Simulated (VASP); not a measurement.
SiO2: single point with LDA

SiO2:

```
Si O
1.0
     4.35990    0.00000    0.00000
    -2.17995    3.77578    0.00000
     0.00000    0.00000    8.20832
Si O
4 8
Cartesian
  2.1799 1.2586 7.6940
  2.1799 1.2586 4.6184
  0.0000 2.5172 0.5143
  0.0000 2.5172 3.5899
  -0.6952 1.2041 0.0000
  0.6952 1.2041 4.1042
  2.9695 0.0000 4.1042
  1.4847 2.5716 0.0000
  -1.4847 2.5716 4.1042
  2.1799 1.2586 6.1562
  0.0000 2.5172 2.0521
  1.3904 0.0000 0.0000
```

| Item | Value |
| --- | --- |
| Program | VASP 6.6.1 |
| Task | single point |
| Functional | LDA |
| Potentials or basis | VASP PAW LDA potentials, release 64 (Si, O_h) |
| Cutoff | 1340 eV |
| k mesh | 6 × 6 × 4 |
| Occupations | gaussian, width 0.02 eV |
| Spin | no spin polarisation |
| Dipole correction | no |
| Further INCAR settings | ALGO = Normal; EDIFF = 1e-06; NBANDS = 44 |

The pressure is 30.4 GPa, the largest force is 0.060 eV/Å and the band gap on the k mesh is 5.62 eV (least direct gap 5.79 eV).

Forces in eV/Å, atoms in the order of the input:
```
Si   0.000  0.000 -0.009
Si   0.000  0.000  0.009
Si   0.000  0.000  0.009
Si   0.000  0.000 -0.009
O    0.030 -0.052  0.000
O   -0.030 -0.052  0.000
O    0.060  0.000  0.000
O    0.030  0.052  0.000
O   -0.030  0.052  0.000
O    0.000  0.000  0.000
O    0.000  0.000  0.000
O   -0.060  0.000  0.000
```

Levels at points of the mesh, in eV from the valence-band top:
```tsv
k point	band 29	band 30	band 31	band 32	band 33	band 34	band 35	band 36
(0.00, 0.00, 0.00)	-0.40	-0.40	-0.17	-0.17	5.62	8.40	8.65	9.84
(0.50, 0.00, 0.00)	-1.10	-1.01	-0.88	-0.35	7.92	8.83	9.27	9.32
(0.00, 0.00, 0.50)	-0.50	-0.50	-0.01	-0.01	6.57	6.57	9.55	9.55
(0.50, 0.00, 0.50)	-0.96	-0.96	-0.77	-0.77	8.34	8.34	9.30	9.30
```

Run time: 9 min on 1 thread of Intel(R) Xeon(R) Platinum 8259CL CPU @ 2.50GHz (Skylake/Cascade Lake), with other jobs on the host, peak memory 0.67 GiB.

Caveat: the cell stands under pressure. A k mesh can miss the band edges.
